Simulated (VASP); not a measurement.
A run of VASP 6.6.1 is set up as follows.

Contents of INCAR:

```
PREC = Accurate ; ENCUT = 520
EDIFF = 1E-6 ; ISMEAR = 0
SIGMA = 0.15 ; LREAL = False
LASPH = True ; NELM = 80
ALGO = Fast ; ISIF = 2
LWAVE = False ; LCHARG = False
GGA = PS ; NBANDS = 18
```

Contents of KPOINTS:

```
regular mesh
0
Gamma
  14 14 14
```

Contents of POSCAR:

```
TiAl3
1.0
   -1.9075708801      1.9075708801      4.2765669297
    1.9075708801     -1.9075708801      4.2765669297
    1.9075708801      1.9075708801     -4.2765669297
Ti Al
1 3
Direct
    0.0059331495     -0.0044461315     -0.0103792811
    0.4893255500      0.4790638558     -0.0102616942
    0.7500743289      0.2644119351      0.5143376062
    0.2500743289      0.7644119351      0.5143376062
```

Potentials or basis: VASP PAW PBE potentials, release 64 (Ti_sv, Al).

Run with:

```console
$ cat potpaw_PBE.64/Ti_sv/POTCAR potpaw_PBE.64/Al/POTCAR > POTCAR
$ mpirun -np 1 vasp_std > vasp.out
```

Question: Estimate the pressure.

Answer: 0.5 GPa.

Question: Predict the largest force.

Answer: 0.525 eV/Å.

Question: Predict the band gap on the k mesh.

Answer: Zero (an odd number of electrons rules out a gap without spin polarisation).

Stress tensor (GPa, compression positive):
```
0.57 0.00 0.10
0.00 0.34 0.00
0.10 0.00 0.65
```

Caveat: the cell differs from its parent crystal (atoms displaced along a vibrational mode); the PAW data sets were made with another functional, which shifts forces and pressure a little.
